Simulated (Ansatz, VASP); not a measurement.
## PbSe: VASP beside Ansatz

File INCAR:

```
PREC = Accurate ; ENCUT = 520
EDIFF = 1E-6 ; ISMEAR = 0
SIGMA = 0.03 ; LREAL = F
LASPH = T ; NELM = 60
ALGO = Normal ; ISIF = 2
LWAVE = F ; LCHARG = F
GGA = PE ; NBANDS = 17
```

The input KPOINTS:

```
Automatic mesh
0
Gamma
  10 10 10
```

POSCAR

```
PbSe
1.0
    0.0000000000      3.0621500000      3.0621500000
    3.0621500000      0.0000000000      3.0621500000
    3.0621500000      3.0621500000      0.0000000000
Pb Se
1 1
Direct
    0.0000000000      0.0000000000      0.0000000000
    0.4693842562      0.5306157438      0.5306157438
```

Input for Ansatz:

```yaml
crystal:
  lattice:
    - [0.0, 3.06215, 3.06215]
    - [3.06215, 0.0, 3.06215]
    - [3.06215, 3.06215, 0.0]
  atoms:
    - { symbol: Pb, position: [0.0, 0.0, 0.0] }
    - { symbol: Se, position: [0.4693842562, 0.5306157438, 0.5306157438] }
basis:
  ecutwfc: 420
kpoints:
  mp_grid: { grid: [10, 10, 10] }
hamiltonian:
  xc: pbe
scf:
  occupations: { method: gaussian, width: 0.03 }
output:
  forces: true
  stress: true
  eigenvalues: true
```

Change from the starting cell: all Se atoms moved +0.188 Å, as atom 2 along Cartesian [1 0 0].

Alike in both runs: task single point; functional PBE; k mesh 10 × 10 × 10; occupations gaussian, width 0.03 eV; no spin polarisation.

|  | VASP | Ansatz |
| --- | --- | --- |
| version | VASP 6.6.1 | Ansatz 0.2.0 |
| potentials or method | VASP PAW PBE potentials, release 64 (Pb_d, Se), cutoff 520 eV | scalar-relativistic, plane waves, PAW |
| valence electrons in the cell | 20 | 30 |

|  | VASP | Ansatz | Ansatz less VASP |
| --- | --- | --- | --- |
| gap on the k mesh at the Fermi level (eV) | 0.64 | 0.63 | -0.006 |
| least direct gap on the mesh (eV) | 0.64 | 0.63 | -0.006 |
| pressure (GPa) | 2.8 | 2.9 | +0.02 |
| traceless stress, the component that is largest in VASP (GPa) | 1.01 | 1.00 | -0.010 |
| rms of the force components (eV/Å) | 0.124 | 0.122 | -0.0025 |

Atom by atom the forces differ by 0.002 eV/Å (rms over components). VASP's potentials hold 20 valence electrons a cell and Ansatz's 30, so a difference there can come from the potentials and not from the codes.

Neither program's run includes spin-orbit coupling.
